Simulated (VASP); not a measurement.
A run of VASP 6.6.1 is set up as follows.

INCAR

```
AGGAC    = 1.0          
AGGAX    = 1.0          
ALDAC    = 0.0          
ALDAX    = 1.0          
ALGO     = Normal         # electronic algorithm
EDIFF    = 1E-6           # SCF threshold, eV
ENCUT    = 520            # plane-wave cutoff, eV
GGA      = B5             # functional
ISIF     = 2              # what is computed and relaxed
ISMEAR   = -1             # smearing method
LASPH    = True           # aspherical terms in the spheres
LCHARG   = False          # write CHGCAR
LREAL    = False          # projectors in reciprocal space
LWAVE    = False          # write WAVECAR
NBANDS   = 13             # bands
NELM     = 80             # most SCF steps
PREC     = Accurate       # precision mode
SIGMA    = 0.1            # smearing width, eV
```

Contents of KPOINTS:

```
k-points
0
Gamma
  16 16 16
```

File POSCAR:

```
Ru
1.0
   -1.5098372475      1.5098372475      1.5098372475
    1.5098372475     -1.5098372475      1.5098372475
    1.5098372475      1.5098372475     -1.5098372475
Ru
1
Direct
    0.0000000000      0.0000000000      0.0000000000
```

Potentials or basis: VASP PAW PBE potentials, release 64 (Ru_pv).

Command:

```sh
$ cat potpaw_PBE.64/Ru_pv/POTCAR > POTCAR
$ mpirun -np 1 vasp_std > vasp.out
```

**Question.** What does it give for the pressure?

**Answer.** 25.2 GPa.

**Question.** Predict the band gap on the k mesh.

**Answer.** Zero (band 7 reaches 15.12 eV, above the bottom of band 8 at 11.57 eV).

Caveat: the PAW data sets were made with another functional, which shifts forces and pressure a little.
